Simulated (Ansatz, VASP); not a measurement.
## Mg in VASP and in Ansatz

INCAR

```
SYSTEM = Mg
  PREC = Accurate
  ENCUT = 520
  EDIFF = 1E-8
  ISMEAR = -1
  SIGMA = 0.08
  LREAL = .FALSE.
  LASPH = .TRUE.
  NELM = 100
  ALGO = Normal
  ISIF = 2
  LWAVE = .FALSE.
  LCHARG = .FALSE.
  GGA = PS
  LEFG = .TRUE.
  NBANDS = 9
```

Contents of KPOINTS:

```
Automatic mesh
0
G
  12 12 7
  0 0 0
```

Contents of POSCAR:

```
Mg
1.0
    3.1437578123      0.0000000000      0.0000000000
   -1.5718789061      2.7225741288      0.0000000000
    0.0000000000      0.0000000000      5.1039668898
Mg
2
Direct
    0.3333333333      0.6666666667      0.2500000000
    0.6666666667      0.3333333333      0.7500000000
```

Input for Ansatz:

```yaml
crystal:
  lattice:
    - [3.1437578123, 0.0, 0.0]
    - [-1.5718789061, 2.7225741288, 0.0]
    - [0.0, 0.0, 5.1039668898]
  atoms:
    - { symbol: Mg, position: [0.3333333333, 0.6666666667, 0.25] }
    - { symbol: Mg, position: [0.6666666667, 0.3333333333, 0.75] }
kpoints:
  mp_grid: { grid: [12, 12, 7] }
scf:
  occupations: { method: fermi_dirac, width: 0.08 }
hamiltonian:
  xc: pbesol
  pseudopotentials: { kind: all_electron, datasets: crystal }
output:
  forces: true
  stress: true
  eigenvalues: true
  efg: { contact_densities: true }
```

Change from the starting cell: volume scaled by 0.94, crystal datasets.

Alike in both runs: task electric field gradients; functional PBEsol; k mesh 12 × 12 × 7; occupations fermi-dirac, width 0.08 eV; no spin polarisation.

```csv
,VASP,Ansatz
version,VASP 6.6.1,Ansatz 0.2.0
potentials or method,"VASP PAW PBE potentials, release 64 (Mg), cutoff 520 eV","all-electron PAW with datasets made for the crystal, scalar-relativistic"
```

VASP gave:

* pressure (GPa): 1.2
* traceless stress, the component that is largest in VASP (GPa): -0.57
* size of Vzz on the site where it differs most (V/Å²): 1.0

**Question.** What did Ansatz give for the same quantities?

**Answer.** Pressure (GPa): 1.2; traceless stress, the component that is largest in VASP (GPa): -0.57; size of Vzz on the site where it differs most (V/Å²): 1.1.

VASP's potentials were made for PBE, not for PBEsol. Ansatz ran all-electron here, and VASP with PAW potentials.
